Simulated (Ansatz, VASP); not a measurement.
## C: VASP beside Ansatz

The input POSCAR:

```
C
1.0
    1.2521334568     -2.1687795058      0.0000000000
    1.2521334568      2.1687795058      0.0000000000
    0.0000000000      0.0000000000      7.3139557868
C
4
Direct
    0.9166205400      0.0833794600      0.7531376000
    0.4166205400      0.5833794600      0.2468624000
    0.0833794600      0.9166205400      0.2468624000
    0.5833794600      0.4166205400      0.7531376000
```

The input INCAR.step1:

```
SYSTEM = C
PREC = Accurate
ENCUT = 520
ISMEAR = -1
SIGMA = 0.05
LREAL = .FALSE.
LASPH = .TRUE.
NELM = 100
NBANDS = 16
GGA = PE
ALGO = Normal
EDIFF = 1E-4
LWAVE = .TRUE.
LCHARG = .FALSE.
```

INCAR.step2

```
SYSTEM = C
PREC = Accurate
ENCUT = 520
EDIFF = 1E-7
ISMEAR = -1
SIGMA = 0.05
LREAL = .FALSE.
LASPH = .TRUE.
NELM = 100
ALGO = Normal
ISIF = 2
LWAVE = .FALSE.
LCHARG = .TRUE.
METAGGA = R2SCAN
LMIXTAU = .TRUE.
LELF = .TRUE.
LVHAR = .TRUE.
NBANDS = 16
ISTART = 1
```

File KPOINTS:

```
Automatic mesh
0
G
  12 12 4
  0 0 0
```

The input input.yaml:

```yaml
crystal:
  lattice:
    - [1.2521334568, -2.1687795058, 0.0]
    - [1.2521334568, 2.1687795058, 0.0]
    - [0.0, 0.0, 7.3139557868]
  atoms:
    - { symbol: C, position: [0.91662054, 0.08337946, 0.7531376] }
    - { symbol: C, position: [0.41662054, 0.58337946, 0.2468624] }
    - { symbol: C, position: [0.08337946, 0.91662054, 0.2468624] }
    - { symbol: C, position: [0.58337946, 0.41662054, 0.7531376] }
hamiltonian:
  xc: r2scan
  pseudopotentials: { kind: paw }
kpoints:
  mp_grid: { grid: [12, 12, 4] }
scf:
  occupations: { method: fermi_dirac, width: 0.05 }
output:
  forces: true
  stress: true
  eigenvalues: true
  write_density: true
  write_potential: true
  elf: true
  volumetric_format: npy
```

Alike in both runs: task single point; functional r2SCAN; k mesh 12 × 12 × 4; occupations fermi-dirac, width 0.05 eV; no spin polarisation.

```csv
,VASP,Ansatz
version,VASP 6.6.1,Ansatz 0.2.0
potentials or method,"VASP PAW PBE potentials, release 64 (C)",Ansatz PAW
plane-wave cutoff (eV),520,500
valence electrons in the cell,16,16
```

|  | VASP | Ansatz | Ansatz less VASP |
| --- | --- | --- | --- |
| gap on the k mesh at the Fermi level (eV) | 0.02 | 0.02 | 0.000 |
| least direct gap on the mesh (eV) | 0.02 | 0.02 | 0.000 |
| pressure (GPa) | -13.6 | -14.2 | -0.58 |
| traceless stress, the component that is largest in VASP (GPa) | 13.07 | 13.73 | +0.666 |
| rms of the force components (eV/Å) | 0.011 | 0.011 | -0.0001 |

VASP's potentials were made for PBE, not for r2SCAN. Atom by atom the forces differ by 0.000 eV/Å (rms over components). The functional is the same, so the differences come from potentials, cutoffs and numerics.
